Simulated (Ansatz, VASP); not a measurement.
Two plane-wave programs on CsH

```xyz
2
Lattice="-0.0638 3.1593 3.1593 3.1593 -0.0638 3.1593 3.1593 3.1593 -0.0638" Properties=species:S:1:pos:R:3 pbc="T T T"
Cs    0.0000    0.0000    0.0000
H     3.1274    3.1274    3.1274
```

Change from the starting cell: equal xy, yz and zx shear strains of -2 %, PAW files.

Alike in both runs: task electric field gradients; functional r2SCAN; k mesh 7 × 7 × 7; occupations fermi-dirac, width 0.02 eV; no spin polarisation.

|  | VASP | Ansatz |
| --- | --- | --- |
| version | VASP 6.6.1 | Ansatz 0.2.0 |
| potentials or method | VASP PAW PBE potentials, release 64 (Cs_sv, H) | PAW with Ansatz's default frozen-core files, scalar-relativistic |
| plane-wave cutoff (eV) | 520 | 500 |
| valence electrons in the cell | 10 | 10 |

VASP gave:

| Property | Result |
| --- | --- |
| gap on the k mesh at the Fermi level (eV) | 2.88 |
| pressure (GPa) | 0.0 |
| traceless stress, the component that is largest in VASP (GPa) | 0.09 |
| size of Vzz on the site where it differs most (V/Å²) | 13.8 |

Problem. What did Ansatz give for the same quantities?

Solution. gap on the k mesh at the Fermi level (eV): 2.90; pressure (GPa): 0.0; traceless stress, the component that is largest in VASP (GPa): 0.09; size of Vzz on the site where it differs most (V/Å²): 14.2.

VASP's potentials were made for PBE, not for r2SCAN. The functional is the same, so the differences come from potentials, cutoffs and numerics.

Spin-orbit coupling is off throughout.
